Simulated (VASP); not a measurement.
Crystal: KF.

```
CELL_PARAMETERS angstrom
4.48500 0.00000 0.00000
-2.24250 3.88413 0.00000
0.00000 0.00000 5.27130
ATOMIC_POSITIONS crystal
K 0.33333 0.66667 0.93750
K 0.66667 0.33333 0.43750
F 0.33333 0.66667 0.43750
F 0.66667 0.33333 0.93750
```

Base run:

* Program: VASP 6.6.1
* Functional: PBE
* Potentials or basis: VASP PAW PBE potentials, release 64 (K_sv, F)
* Cutoff: 520 eV
* k mesh: 6 × 6 × 4
* Occupations: gaussian, width 0.01 eV
* Spin: no spin polarisation

Its results: band gap on the k mesh 5.37 eV, direct; pressure 1.3 GPa.

Problem. The run is repeated on the same cell with these changes: functional from PBE to r2SCAN. What comes out?

Solution. Band gap on the k mesh 5.95 eV, direct; pressure 0.0 GPa.

r2SCAN gives the wider gap, since meta-GGAs in the generalised Kohn-Sham scheme recover part of the derivative discontinuity.

Caveats: the PAW data sets were made with another functional, which shifts forces and pressure a little (some runs).

A k mesh can miss the band edges.
